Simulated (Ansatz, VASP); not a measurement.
# HfSiF in VASP and in Ansatz

File INCAR:

```
ALGO = Normal
EDIFF = 1E-7
EDIFFG = -0.04
ENCUT = 600
GGA = PE
IBRION = 2
ISIF = 3
ISMEAR = 0
LASPH = T
LCHARG = F
LREAL = F
LWAVE = F
NELM = 60
NSW = 90
PREC = Accurate
SIGMA = 0.1
```

Contents of KPOINTS:

```
k-points
0
Gamma
  6 6 2
```

The input POSCAR:

```
HfSiF
1.0
    3.2443980600      0.0000000000      0.0000000000
    0.0000000000      3.2443980600      0.0000000000
    0.0000000000      0.0000000000      7.7265191600
Hf Si F
2 2 2
Direct
    0.0000000000      0.5000000000      0.3838599900
    0.5000000000      0.0000000000      0.6161400100
    0.5000000000      0.0000000000      0.1791800000
    0.0000000000      0.5000000000      0.8208200000
    0.0000000000      0.0000000000      0.5000000000
    0.5000000000      0.5000000000      0.5000000000
```

Input for Ansatz:

```yaml
crystal:
  lattice:
    - [3.24439806, 0.0, 0.0]
    - [0.0, 3.24439806, 0.0]
    - [0.0, 0.0, 7.72651916]
  atoms:
    - { symbol: Hf, position: [0.0, 0.5, 0.38385999] }
    - { symbol: Hf, position: [0.5, 0.0, 0.61614001] }
    - { symbol: Si, position: [0.5, 0.0, 0.17918] }
    - { symbol: Si, position: [0.0, 0.5, 0.82082] }
    - { symbol: F, position: [0.0, 0.0, 0.5] }
    - { symbol: F, position: [0.5, 0.5, 0.5] }
basis:
  ecutwfc: 420
kpoints:
  mp_grid: { grid: [6, 6, 2] }
hamiltonian:
  xc: pbe
scf:
  occupations: { method: gaussian, width: 0.1 }
  lower_state_search: "off"
output:
  forces: true
  stress: true
  eigenvalues: true
relax:
  adjacent_minimum: "off"
  f_tol: 0.04
  max_steps: 70
  cell: { stress_tol: 0.4 }
```

Change from the starting cell: species swapped into the LuIO type (P4/nmm, No. 129).

Alike in both runs: task relaxation of cell and atoms; functional PBE; k mesh 6 × 6 × 2; occupations gaussian, width 0.1 eV; no spin polarisation.

```csv
,VASP,Ansatz
version,VASP 6.6.1,Ansatz 0.2.0
potentials or method,"VASP PAW PBE potentials, release 64 (Hf_pv, Si, F), cutoff 600 eV","scalar-relativistic, plane waves, PAW"
valence electrons in the cell,42,74
```

```tsv
	VASP	Ansatz	Ansatz less VASP
gap on the k mesh at the Fermi level, each at its own relaxed structure (eV)	none	none	-
relaxed volume (Å³/atom)	14.15	14.25	+0.093
relaxed cell length with the largest relative difference (Å)	7.425	7.462	+0.0365
```

A gap of «none» marks a metal or a gap that the smearing closes. VASP's potentials hold 42 valence electrons a cell and Ansatz's 74, so a difference there can come from the potentials and not from the codes.

The k mesh is coarse, so the values compare programs but aren't converged. Neither program's run includes spin-orbit coupling.
